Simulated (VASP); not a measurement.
Set up this calculation in VASP 6.6.1, as the native input.

* Task: single point
* Functional: PBE
* Potentials or basis: VASP PAW PBE potentials, release 64 (Lu, Si, Ge_d)
* Cutoff: 520 eV
* k mesh: 6 × 6 × 2
* Occupations: gaussian, width 0.1 eV
* Spin: no spin polarisation
* Dipole correction: no
* Further INCAR settings: ALGO = Normal; EDIFF = 1e-06; NBANDS = 46

The structure of LuSi2Ge3 lies in POSCAR:

```
LuSi2Ge3
1.0
    3.9936204000      0.0000000000      0.0000000000
   -1.9968102000      3.4585767200      0.0000000000
    0.0000000000      0.0000000000      8.6821461700
Lu Si Ge
1 2 3
Direct
    0.0000000000      0.0000000000      0.0000000000
    0.0000000000      0.0000000000      0.6449149400
    0.0000000000      0.0000000000      0.3550850600
    0.5016918200      0.0000000000      0.0000000000
    0.0000000000      0.5016918200      0.0000000000
    0.4983081800      0.4983081800      0.0000000000
```

The cell was generated, and may not be a known phase.

One way to write it, as run:

INCAR

```
SYSTEM = LuSi2Ge3
PREC = Accurate
ENCUT = 520
EDIFF = 1E-6
ISMEAR = 0
SIGMA = 0.1
LREAL = .FALSE.
LASPH = .TRUE.
NELM = 80
ALGO = Normal
ISIF = 2
LWAVE = .FALSE.
LCHARG = .TRUE.
GGA = PE
LELF = .TRUE.
LVHAR = .TRUE.
NBANDS = 46
```

KPOINTS

```
Automatic mesh
0
G
  6 6 2
  0 0 0
```

Potentials or basis: VASP PAW PBE potentials, release 64 (Lu, Si, Ge_d).

The run is started by

```sh
$ cat potpaw_PBE.64/Lu/POTCAR potpaw_PBE.64/Si/POTCAR potpaw_PBE.64/Ge_d/POTCAR > POTCAR
$ mpirun -np 1 vasp_std > vasp.out
```

It gave:

The pressure is 127.3 GPa. The largest force is 0.736 eV/Å and the band gap on the k mesh is zero (an odd number of electrons rules out a gap without spin polarisation).

Caveat: the k points lie up to 0.36 Å⁻¹ apart, too coarse for converged energies and pressures of a metal; spin-orbit coupling is left out, which moves the levels of the heavy elements; an odd number of electrons without spin polarisation forces a metal; a magnetic or distorted state may lie lower.

It took 3.5 min on 1 thread of AMD EPYC 7R43 64-Core Processor (Zen 3), with other jobs on the host, peak memory 0.24 GiB.
